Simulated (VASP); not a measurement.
A run of VASP 6.6.1 is set up as follows.

File POSCAR:

```
MgO
1.0
    0.0000000000      2.0648475658      2.0648475658
    2.0648475658      0.0000000000      2.0648475658
    2.0648475658      2.0648475658      0.0000000000
Mg O
1 1
Direct
    0.0000000000      0.0000000000      0.0000000000
    0.5000000000      0.5000000000      0.5000000000
```

File INCAR.step1:

```
SYSTEM = MgO
PREC = Accurate ; ENCUT = 920
ISMEAR = 0 ; SIGMA = 0.01
LREAL = .FALSE. ; LASPH = .TRUE.
NELM = 120 ; NBANDS = 15
GGA = PE ; ALGO = Normal
EDIFF = 1E-5 ; LWAVE = .TRUE.
LCHARG = .FALSE. ; GGA_COMPAT = .FALSE.
```

The input INCAR.step2:

```
SYSTEM = MgO
PREC = Accurate ; ENCUT = 920
EDIFF = 1E-6 ; ISMEAR = 0
SIGMA = 0.01 ; LREAL = .FALSE.
LASPH = .TRUE. ; NELM = 120
ALGO = Normal ; ISIF = 2
LWAVE = .FALSE. ; LCHARG = .TRUE.
METAGGA = R2SCAN ; LMIXTAU = .TRUE.
LELF = .TRUE. ; LVHAR = .TRUE.
NBANDS = 15 ; ISTART = 1
GGA_COMPAT = .FALSE.
```

KPOINTS

```
Automatic mesh
0
G
  10 10 10
  0 0 0
```

Potentials or basis: VASP PAW PBE potentials, release 64 (Mg_sv, O).

Run with:

```console
$ cat potpaw_PBE.64/Mg_sv/POTCAR potpaw_PBE.64/O/POTCAR > POTCAR
$ cp INCAR.step1 INCAR
$ mpirun -np 1 vasp_std > vasp.out
$ cp INCAR.step2 INCAR
$ mpirun -np 1 vasp_std > vasp.out
```

Problem. Estimate the band gap on the k mesh.

Solution. 6.26 eV.

Problem. Predict the pressure.

Solution. 10.6 GPa.

Caveat: the cell stands under pressure; the PAW data sets were made with another functional, which shifts forces and pressure a little.
